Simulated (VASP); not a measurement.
RbBr: relaxation of the atoms with PBEsol

RbBr:

```
Rb Br
1.0
     3.57417    0.00000    0.00000
     0.00000    3.57417    0.00000
     0.00000    0.00000    3.57417
Rb Br
1 1
Direct
  0.00000 0.00000 0.00000
  0.50000 0.50000 0.50000
```

```json
{"Program": "VASP 6.6.1", "Task": "relaxation of the atoms", "Functional": "PBEsol", "Potentials or basis": "VASP PAW PBE potentials, release 64 (Rb_sv, Br)", "Cutoff": "520 eV", "k mesh": "7 × 7 × 7", "Occupations": "fermi-dirac, width 0.03 eV", "Spin": "no spin polarisation", "Dipole correction": "no", "Further INCAR settings": "ALGO = Normal; EDIFF = 1e-06; IBRION = 2; EDIFFG = -0.01; NSW = 50"}
```

```json
{"Pressure after relaxing": "18.4 GPa", "Band gap on the k mesh": "4.46 eV, direct"}
```

Final structure:
```cif
data_structure
_symmetry_space_group_name_H-M 'P 1'
_symmetry_Int_Tables_number 1
_cell_length_a 3.5742
_cell_length_b 3.5742
_cell_length_c 3.5742
_cell_angle_alpha 90.000
_cell_angle_beta 90.000
_cell_angle_gamma 90.000
_cell_volume 45.66
loop_
_atom_site_label
_atom_site_type_symbol
_atom_site_fract_x
_atom_site_fract_y
_atom_site_fract_z
_atom_site_occupancy
Rb1 Rb 0.00000 0.00000 0.00000 1
Br1 Br 0.50000 0.50000 0.50000 1
```

Levels at points of the mesh, in eV from the valence-band top:
| k point | band 6 | band 7 | band 8 | band 9 | band 10 | band 11 |
| --- | --- | --- | --- | --- | --- | --- |
| (0.00, 0.00, 0.00) | 0.00 | 0.00 | 0.00 | 4.46 | 4.46 | 6.12 |

Run time: 10 s on 1 thread of Intel(R) Xeon(R) 6975P-C (Granite Rapids) (shared host), peak memory 0.15 GiB.

Caveat: the relaxation stopped at its first step, so nothing moved; the PAW data sets were made with another functional, which shifts forces and pressure a little. A k mesh can miss the band edges.
